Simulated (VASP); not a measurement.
# AlRu (Pm-3m) in VASP: a series of runs

AlRu is run at these levels: PBE; tasks: single point.

All numbers are computed with VASP 6.6.1; they aren't measurements. Logs are shortened: lines on timing, memory, paths and dates and some standing lists are left out, and cuts for length are marked.

## (1) The cell of the first run

The structure is cubic, space group Pm-3m (No. 221). The conventional cell has a = 2.992 Å, b = 2.992 Å, c = 2.992 Å, α = 90.00°, β = 90.00°, γ = 90.00°. Al (site symmetry m-3m) has 8 Ru at 2.59 Å and 6 Al at 2.99 Å within 3.4 Å. Ru (site symmetry m-3m) has 8 Al at 2.59 Å and 6 Ru at 2.99 Å within 3.4 Å.

## (2) Single point, PBE

Input file INCAR:

```
  ALGO = Normal
  EDIFF = 1E-6
  ENCUT = 520
  GGA = PE
  ISIF = 2
  ISMEAR = 0
  LASPH = True
  LCHARG = False
  LREAL = False
  LWAVE = False
  NBANDS = 16
  NELM = 60
  PREC = Accurate
  SIGMA = 0.1
```

Input file KPOINTS:

```
k-points
0
Gamma
  6 6 6
```

Input file POSCAR:

```
AlRu
1.0
    2.9916000400      0.0000000000      0.0000000000
    0.0000000000      2.9916000400      0.0000000000
    0.0000000000      0.0000000000      2.9916000400
Al Ru
1 1
Direct
    0.0000000000      0.0000000000      0.0000000000
    0.5000000000      0.5000000000      0.5000000000
```

Potentials or basis: VASP PAW PBE potentials, release 64 (Al, Ru_pv).

The run is started by

```console
> cat potpaw_PBE.64/Al/POTCAR potpaw_PBE.64/Ru_pv/POTCAR > POTCAR
> mpirun -np 1 vasp_std > vasp.out
```

OUTCAR:

```text
EDIFF = 1E-6
   ENCUT = 520
   GGA = PE
   ISIF = 2
   ISMEAR = 0
   LASPH = True
   LREAL = False
   NELM = 60
   PREC = Accurate

 ion  position               nearest neighbor table
   1  0.000  0.000  0.000-   2 2.59   2 2.59   2 2.59   2 2.59   2 2.59   2 2.59   2 2.59   2 2.59

   2  0.500  0.500  0.500-   1 2.59   1 2.59   1 2.59   1 2.59   1 2.59   1 2.59   1 2.59   1 2.59

  LATTYP: Found a simple cubic cell.
 ALAT       =     2.9916000400

  Lattice vectors:

 A1 = (   2.9916000400,   0.0000000000,   0.0000000000)
 A2 = (   0.0000000000,   2.9916000400,   0.0000000000)
 A3 = (   0.0000000000,   0.0000000000,   2.9916000400)

Analysis of symmetry for initial positions (statically):
=====================================================================
 Subroutine PRICEL returns:
 Original cell was already a primitive cell.

 Routine SETGRP: Setting up the symmetry group for a
 simple cubic supercell.

 Subroutine GETGRP returns: Found 48 space group operations
 (whereof 48 operations were pure point group operations)
 out of a pool of 48 trial point group operations.

The static configuration has the point symmetry O_h .

Analysis of symmetry for dynamics (positions and initial velocities):
=====================================================================
 Subroutine PRICEL returns:
 Original cell was already a primitive cell.

 Routine SETGRP: Setting up the symmetry group for a
 simple cubic supercell.

 Subroutine GETGRP returns: Found 48 space group operations
 (whereof 48 operations were pure point group operations)
 out of a pool of 48 trial point group operations.

The dynamic configuration has the point symmetry O_h .

 Subroutine INISYM returns: Found 48 space group operations
 (whereof 48 operations are pure point group operations),
 and found     1 'primitive' translations

----------------------------------------------------------------------------------------

                                     Primitive cell

  volume of cell :      26.7738

  direct lattice vectors                    reciprocal lattice vectors
     2.991600040  0.000000000  0.000000000     0.334269283  0.000000000  0.000000000
     0.000000000  2.991600040  0.000000000     0.000000000  0.334269283  0.000000000
     0.000000000  0.000000000  2.991600040     0.000000000  0.000000000  0.334269283

  length of vectors
     2.991600040  2.991600040  2.991600040     0.334269283  0.334269283  0.334269283

[... 75 lines left out ...]
   EDIFF  = 0.1E-05   stopping-criterion for ELM
   LREAL  =      F    real-space projection
   EDIFFG = 0.1E-04   stopping-criterion for IOM
   NSW    =      0    number of steps for IOM
   IBRION =     -1    ionic relax: 0-MD 1-quasi-New 2-CG
   NFREE  =      0    steps in history (QN), initial steepest desc. (CG)
   ISIF   =      2    stress and relaxation
   ISYM   =      2    0-nonsym 1-usesym 2-fastsym
   POTIM  = 0.5000    time-step for ionic-motion
   TEBEG  =    0.0;   TEEND  =   0.0 temperature during run
   PSTRESS=    0.0 pullay stress
   NELECT =      17.0000    total number of electrons
   NUPDOWN=      -1.0000    fix difference up-down
   EMIN   =  10.00;   EMAX   =-10.00  energy-range for DOS
   EFERMI =   0.00;   METHOD = LEGACY
   ISMEAR =     0;   SIGMA  =   0.10  broadening in eV -4-tet -1-fermi 0-gaus
   EFERMI_NEDOS =   21; number of points for ismear=-14 and -15
   IALGO  =     38    algorithm
   IMIX   =      4    mixing-type and parameters
     AMIX     =   0.40;   BMIX     =  1.00
     AMIX_MAG =   1.60;   BMIX_MAG =  1.00
  volume/ion in A,a.u.               =      13.39        90.34
  Fermi-wavevector in a.u.,A,eV,Ry     =   1.407087  2.659009 26.938090  1.979894
  Thomas-Fermi vector in A             =   2.529382
   LORBIT       =      0    0 simple, 1 ext, 2 COOP (PROOUT), +10 PAW based schemes
   GGA     = PE    functional components
   LHFCALC =     F    Hartree Fock is set to
   AEXX    =    0.0000 exact exchange contribution
   IVDW    =     0    specifies the selected vdW correction
   LEPSILON=     F    determine dielectric tensor
   LRPA    =     F    only Hartree local field effects (RPA)
 non-spin polarized calculation
 Gauss-broadening in eV      SIGMA  =   0.10
  energy-cutoff  :      520.00
  volume of cell :       26.77
 maximum number of plane-waves:       739
 NGX is ok and might be reduce to    24
   NGX = 11   NGY = 11   NGZ = 11

 number of electron      16.9999995 magnetization

 Free energy of the ion-electron system (eV)
  ---------------------------------------------------
  ext. energy  EPLUGINS =         0.00000000
  ---------------------------------------------------
  free energy    TOTEN  =       -14.25852609 eV

  energy without entropy =      -14.24536219  energy(sigma->0) =      -14.25194414

 E-fermi :  10.5880     XC(G=0): -12.5684

 val. band max:       10.5851489885   @ k =   0.3333   0.1667   0.0000
 cond. band min:      10.6623546112   @ k =   0.5000   0.1667   0.0000
 fundamental gap:      0.0772056227
 Fermi energy:        10.5879976908

 k-point     1 :       0.0000    0.0000    0.0000
  band No.  band energies     occupation
      1     -31.0619      2.00000
      2     -31.0619      2.00000
      3     -31.0619      2.00000
      4       1.0400      2.00000
      5       7.1578      2.00000
      6       7.1578      2.00000
[... 357 lines left out ...]
      3     -31.2212      2.00000
      4       6.0779      2.00000
      5       6.0779      2.00000
      6       6.0779      2.00000
[... 8 lines left out ...]
     15      19.2372      0.00000
     16      22.6127      0.00000

------------------------ aborting loop because EDIFF is reached ----------------------------------------

  FORCE on cell =-STRESS in cart. coord.  units (eV):
  Direction    XX          YY          ZZ          XY          YZ          ZX
  --------------------------------------------------------------------------------------
  -------------------------------------------------------------------------------------
  Total        0.4140715      0.4140715      0.4140715      0.0000000      0.0000000     -0.0000000
  in kB       24.7785159     24.7785159     24.7785159      0.0000000      0.0000000     -0.0000000
  external PRESSURE =      24.7785159 kB  Pullay stress =       0.0000000 kB

 VOLUME and BASIS-vectors are now :
 -----------------------------------------------------------------------------
  energy-cutoff  :      520.00
  volume of cell :       26.77
      direct lattice vectors                 reciprocal lattice vectors
     2.991600040  0.000000000  0.000000000     0.334269283  0.000000000  0.000000000
     0.000000000  2.991600040  0.000000000     0.000000000  0.334269283  0.000000000
     0.000000000  0.000000000  2.991600040     0.000000000  0.000000000  0.334269283

 POSITION                                       TOTAL-FORCE (eV/Angst)
 -----------------------------------------------------------------------------------
      0.00000      0.00000      0.00000         0.000000      0.000000      0.000000
      1.49580      1.49580      1.49580         0.000000      0.000000      0.000000
 -----------------------------------------------------------------------------------
    total drift:                                0.000000     -0.000000     -0.000000

  FREE ENERGIE OF THE ION-ELECTRON SYSTEM (eV)
  ---------------------------------------------------
  free  energy   TOTEN  =       -14.2585260860 eV

  energy  without entropy=      -14.2453621863  energy(sigma->0) =      -14.25194414
```

OSZICAR:

```text
N       E                     dE             d eps       ncg     rms          rms(c)
DAV:   1     0.118269039815E+03    0.11827E+03   -0.93185E+03   640   0.101E+03
DAV:   2    -0.129796864154E+02   -0.13125E+03   -0.12530E+03   736   0.296E+02
DAV:   3    -0.149135984168E+02   -0.19339E+01   -0.19296E+01   800   0.377E+01
DAV:   4    -0.149280548780E+02   -0.14456E-01   -0.14437E-01   808   0.341E+00
DAV:   5    -0.149282946594E+02   -0.23978E-03   -0.23846E-03   744   0.397E-01    0.122E+01
DAV:   6    -0.143406415009E+02    0.58765E+00   -0.21990E+00   704   0.162E+01    0.223E+00
DAV:   7    -0.142757225021E+02    0.64919E-01   -0.15878E-01   648   0.450E+00    0.199E+00
DAV:   8    -0.142588256676E+02    0.16897E-01   -0.19276E-02   744   0.118E+00    0.193E-01
DAV:   9    -0.142585354743E+02    0.29019E-03   -0.50690E-04   784   0.218E-01    0.125E-01
DAV:  10    -0.142585277092E+02    0.77650E-05   -0.39439E-05   776   0.654E-02    0.770E-03
DAV:  11    -0.142585266660E+02    0.10432E-05   -0.12673E-06   632   0.118E-02    0.422E-03
DAV:  12    -0.142585260860E+02    0.58001E-06   -0.81779E-08   416   0.302E-03
   1 F= -.14258526E+02 E0= -.14251944E+02  d E =-.131639E-01
```

Run time: 2.9 s. Hardware: 1 thread of Intel Xeon 6975P-C (Granite Rapids), shared host; peak memory 0.13 GiB.

Results:

- Free energy: -14.2585 eV
- Pressure: 2.5 GPa
- Band gap on the k mesh: zero (an odd number of electrons rules out a gap without spin polarisation)

Levels at points of the mesh, in eV from the Fermi level:
```csv
k point,band 6,band 7,band 8,band 9,band 10,band 11
"(0.00, 0.00, 0.00)",-3.43,0.30,0.30,0.30,6.20,6.20
"(0.50, 0.00, 0.00)",-2.63,-1.48,-1.48,0.55,2.42,7.57
"(0.50, 0.50, 0.00)",-1.24,-1.24,-1.05,-1.05,1.67,5.44
"(0.50, 0.50, 0.50)",-4.51,1.76,1.76,2.69,4.27,4.27
```

## (3) Single point, PBE, collinear spin, ferromagnetic start

Input file INCAR:

```
  ALGO = Fast
  EDIFF = 1E-6
  ENCUT = 520
  GGA = PE
  ISIF = 2
  ISMEAR = 0
  ISPIN = 2
  LASPH = T
  LCHARG = T
  LELF = T
  LMAXMIX = 4
  LORBIT = 11
  LREAL = F
  LVHAR = T
  LWAVE = F
  MAGMOM = 0 1
  NBANDS = 20
  NELM = 150
  PREC = Accurate
  SIGMA = 0.1
```

KPOINTS is that of step 2.

POSCAR is that of step 2.

Potentials or basis: VASP PAW PBE potentials, release 64 (Al, Ru_pv).

The run is started by

```console
> cat potpaw_PBE.64/Al/POTCAR potpaw_PBE.64/Ru_pv/POTCAR > POTCAR
> mpirun -np 1 vasp_std > vasp.out
```

OUTCAR:

```text
EDIFF = 1E-6
   ENCUT = 520
   GGA = PE
   ISIF = 2
   ISMEAR = 0
   ISPIN = 2
   LASPH = T
   LORBIT = 11
   LREAL = F
   NELM = 150
   PREC = Accurate

 ion  position               nearest neighbor table
   1  0.000  0.000  0.000-   2 2.59   2 2.59   2 2.59   2 2.59   2 2.59   2 2.59   2 2.59   2 2.59

   2  0.500  0.500  0.500-   1 2.59   1 2.59   1 2.59   1 2.59   1 2.59   1 2.59   1 2.59   1 2.59

  LATTYP: Found a simple cubic cell.
 ALAT       =     2.9916000400

  Lattice vectors:

 A1 = (   2.9916000400,   0.0000000000,   0.0000000000)
 A2 = (   0.0000000000,   2.9916000400,   0.0000000000)
 A3 = (   0.0000000000,   0.0000000000,   2.9916000400)

Analysis of symmetry for initial positions (statically):
=====================================================================
 Subroutine PRICEL returns:
 Original cell was already a primitive cell.

 Routine SETGRP: Setting up the symmetry group for a
 simple cubic supercell.

 Subroutine GETGRP returns: Found 48 space group operations
 (whereof 48 operations were pure point group operations)
 out of a pool of 48 trial point group operations.

The static configuration has the point symmetry O_h .

Analysis of symmetry for dynamics (positions and initial velocities):
=====================================================================
 Subroutine PRICEL returns:
 Original cell was already a primitive cell.

 Routine SETGRP: Setting up the symmetry group for a
 simple cubic supercell.

 Subroutine GETGRP returns: Found 48 space group operations
 (whereof 48 operations were pure point group operations)
 out of a pool of 48 trial point group operations.

The dynamic configuration has the point symmetry O_h .

Analysis of structural, dynamic, and magnetic symmetry:
[... 147 lines left out ...]

 Free energy of the ion-electron system (eV)
  ---------------------------------------------------
  ext. energy  EPLUGINS =         0.00000000
  ---------------------------------------------------
  free energy    TOTEN  =       -14.25852559 eV

  energy without entropy =      -14.24539227  energy(sigma->0) =      -14.25195893

 E-fermi :  10.5881     XC(G=0): -12.5684

 val. band max:       10.5783286557   @ k =   0.3333   0.1667   0.0000
 cond. band min:      10.5920729117   @ k =   0.3333   0.1667   0.0000
 fundamental gap:      0.0137442560
 Fermi energy:        10.5880709513

 spin component 1

 k-point     1 :       0.0000    0.0000    0.0000
  band No.  band energies     occupation
      1     -31.0677      1.00000
      2     -31.0677      1.00000
      3     -31.0677      1.00000
      4       1.0394      1.00000
      5       7.1552      1.00000
      6       7.1552      1.00000
[... 436 lines left out ...]
      6       6.0741      1.00000
[... 12 lines left out ...]
     19      36.5333      0.00000
     20      37.9328      0.00000
 Fermi energy:        10.5880709513

 spin component 2

 k-point     1 :       0.0000    0.0000    0.0000
  band No.  band energies     occupation
      1     -31.0559      1.00000
      2     -31.0559      1.00000
      3     -31.0559      1.00000
      4       1.0405      1.00000
      5       7.1606      1.00000
      6       7.1606      1.00000
[... 449 lines left out ...]
     19      36.5311      0.00000
     20      37.9351      0.00000

------------------------ aborting loop because EDIFF is reached ----------------------------------------

  FORCE on cell =-STRESS in cart. coord.  units (eV):
  Direction    XX          YY          ZZ          XY          YZ          ZX
  --------------------------------------------------------------------------------------
  -------------------------------------------------------------------------------------
  Total        0.4123702      0.4123702      0.4123702     -0.0000000     -0.0000000     -0.0000000
  in kB       24.6767126     24.6767126     24.6767126     -0.0000000     -0.0000000     -0.0000000
  external PRESSURE =      24.6767126 kB  Pullay stress =       0.0000000 kB

 VOLUME and BASIS-vectors are now :
 -----------------------------------------------------------------------------
  energy-cutoff  :      520.00
  volume of cell :       26.77
      direct lattice vectors                 reciprocal lattice vectors
     2.991600040  0.000000000  0.000000000     0.334269283  0.000000000  0.000000000
     0.000000000  2.991600040  0.000000000     0.000000000  0.334269283  0.000000000
     0.000000000  0.000000000  2.991600040     0.000000000  0.000000000  0.334269283

 POSITION                                       TOTAL-FORCE (eV/Angst)
 -----------------------------------------------------------------------------------
      0.00000      0.00000      0.00000         0.000000      0.000000      0.000000
      1.49580      1.49580      1.49580         0.000000      0.000000      0.000000
 -----------------------------------------------------------------------------------
    total drift:                                0.000000     -0.000000     -0.000000

  FREE ENERGIE OF THE ION-ELECTRON SYSTEM (eV)
  ---------------------------------------------------
  free  energy   TOTEN  =       -14.2585255917 eV

  energy  without entropy=      -14.2453922743  energy(sigma->0) =      -14.25195893

 total charge

# of ion       s       p       d       tot
------------------------------------------
    1        0.391   0.416   0.000   0.807
    2        0.344   6.245   6.196  12.784
--------------------------------------------------
tot          0.735   6.660   6.196  13.591

 magnetization (x)

# of ion       s       p       d       tot
------------------------------------------
    1       -0.000  -0.000   0.000  -0.000
    2        0.000   0.000   0.016   0.016
--------------------------------------------------
tot         -0.000  -0.000   0.016   0.015
```

stdout:

```text
POSCAR found type information on POSCAR AlRu
 POSCAR found :  2 types and       2 ions
 scaLAPACK will be used
 LDA part: xc-table for (Slater+PW92), standard interpolation
 POSCAR, INCAR and KPOINTS ok, starting setup
 FFT: planning ... GRIDC
 FFT: planning ... GRID_SOFT
 FFT: planning ... GRID
 WAVECAR not read
 entering main loop
```

It took 10 s on 1 thread of Intel Xeon 6975P-C (Granite Rapids), shared host; peak memory 0.15 GiB.

What came out:

- Free energy: -14.2585 eV
- Pressure: 2.5 GPa
- Net moment: 0.02 μB per cell
- Valence electrons inside the program's atomic spheres: Al 0.81; Ru 12.78
